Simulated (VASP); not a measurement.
Wanted: the native input for a VASP 6.6.1 run.

```yaml
Task: single point
Functional: PBE
Potentials_or_basis: VASP PAW PBE potentials, release 64 (Si, C)
Cutoff: 520 eV
k_mesh: 12 × 12 × 12
Occupations: gaussian, width 0.05 eV
Spin: no spin polarisation
Dipole_correction: no
Further_INCAR_settings: ALGO = Normal; EDIFF = 1e-07; NBANDS = 11
```

The structure of SiC lies in POSCAR:

```
SiC
1.0
    0.0000000000      2.1213855231      2.3335240754
    2.1213855231      0.0000000000      2.3335240754
    2.1213855231      2.1213855231      0.0000000000
Si C
1 1
Direct
    0.0000000000      0.0000000000      0.0000000000
    0.7500000000      0.7500000000      0.7500000000
```

This cell differs from its parent crystal: ratio of the length along z to the lengths across it x 1.1, volume and fractional coordinates fixed.

The input as run:

INCAR

```
SYSTEM = SiC
  ALGO = Normal
  EDIFF = 1E-7
  ENCUT = 520
  GGA = PE
  ISIF = 2
  ISMEAR = 0
  LASPH = .True.
  LCHARG = .True.
  LELF = .True.
  LREAL = .False.
  LVHAR = .True.
  LWAVE = .False.
  NBANDS = 11
  NELM = 100
  PREC = Accurate
  SIGMA = 0.05
```

KPOINTS

```
k-points
0
Gamma
  12 12 12
  0 0 0
```

Potentials or basis: VASP PAW PBE potentials, release 64 (Si, C).

Run with:

```sh
$ cat potpaw_PBE.64/Si/POTCAR potpaw_PBE.64/C/POTCAR > POTCAR
$ mpirun -np 1 vasp_std > vasp.out
```

It gave:

- Pressure: -0.6 GPa
- Band gap on the k mesh: 0.85 eV, indirect (least direct gap 4.44 eV)

It took 9.7 s on 1 thread of Intel(R) Xeon(R) 6975P-C (Granite Rapids), with other jobs on the host, peak memory 0.16 GiB.
